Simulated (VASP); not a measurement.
Set up this calculation in VASP 6.6.1, as the native input.

| Item | Value |
| --- | --- |
| Task | single point |
| Functional | PBE |
| Dispersion | D4 |
| Potentials or basis | VASP PAW PBE potentials, release 64 (Na_pv, H) |
| Cutoff | 520 eV |
| k mesh | 4 × 4 × 1 |
| Occupations | fermi-dirac, width 0.1 eV |
| Spin | no spin polarisation |
| Dipole correction | yes |
| Electric field (eV/Å) | 0.05 |
| Further INCAR settings | ALGO = Normal; EDIFF = 1e-07; NBANDS = 16; EFIELD = -0.05 |

The structure of NaH lies in POSCAR:

```
NaH
1.0
    3.4506810000      0.0000000000      0.0000000000
    0.0000000000      3.4506810000      0.0000000000
    0.0000000000      0.0000000000     18.4399999348
Na H
2 2
Direct
    0.0000000000      0.0000000000      0.4338394809
    0.5000000000      0.5000000000      0.5661605191
    0.5000000000      0.5000000000      0.4338394809
    0.0000000000      0.0000000000      0.5661605191
```

The input as run:

INCAR

```
ALGO = Normal
DIPOL = 0.5 0.5 0.500
EDIFF = 1E-7
EFIELD = -0.05
ENCUT = 520
GGA = PE
IDIPOL = 3
ISIF = 2
ISMEAR = -1
IVDW = 13
LASPH = T
LCHARG = F
LDIPOL = T
LREAL = F
LWAVE = F
NBANDS = 16
NELM = 80
PREC = Accurate
SIGMA = 0.1
```

KPOINTS

```
k-points
0
Gamma
  4 4 1
```

Potentials or basis: VASP PAW PBE potentials, release 64 (Na_pv, H).

Command:

```bash
$ cat potpaw_PBE.64/Na_pv/POTCAR potpaw_PBE.64/H/POTCAR > POTCAR
$ mpirun -np 1 vasp_std > vasp.out
```

It gave:

| Item | Value |
| --- | --- |
| Largest force | 0.087 eV/Å |
| Band gap on the k mesh | 3.03 eV, indirect (least direct gap 4.40 eV) |
| Dispersion energy per atom | -0.038 eV |

Caveat: the k points lie up to 0.46 Å⁻¹ apart.

Run time: 80 s on 1 thread of Intel Xeon 8259CL (shared host), peak memory 0.31 GiB.
